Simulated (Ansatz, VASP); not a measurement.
Two plane-wave programs on TaSb

```
CELL_PARAMETERS angstrom
0.00000 2.77075 2.77075
2.77075 0.00000 2.77075
2.77075 2.77075 0.00000
ATOMIC_POSITIONS crystal
Ta 0.00000 0.00000 0.00000
Sb 0.50000 0.50000 0.50000
```

Alike in both runs: functional LDA; k mesh 13 × 13 × 13; occupations fermi-dirac, width 0.05 eV; no spin polarisation.

Ansatz relaxed the structure, and its values are those at the end. VASP's run is a single point on that final structure, the one shown.

|  | VASP | Ansatz |
| --- | --- | --- |
| version | VASP 6.6.1 | Ansatz 0.2.0 |
| potentials or method | VASP PAW LDA potentials, release 64 (Ta_pv, Sb) | PAW with Ansatz's default frozen-core files, scalar-relativistic |
| plane-wave cutoff (eV) | 520 | 420 |
| valence electrons in the cell | 16 | 28 |

Ansatz gave:

| Property | Result |
| --- | --- |
| pressure (GPa) | 0.0 |

Problem. What did VASP give for the same quantities?

Solution. Pressure (GPa): 0.6.

LDA's correlation is that of Perdew and Zunger in VASP and of Perdew and Wang (1992) in Ansatz. VASP's potentials hold 16 valence electrons a cell and Ansatz's 28, so a difference there can come from the potentials and not from the codes.

Neither program's run includes spin-orbit coupling.
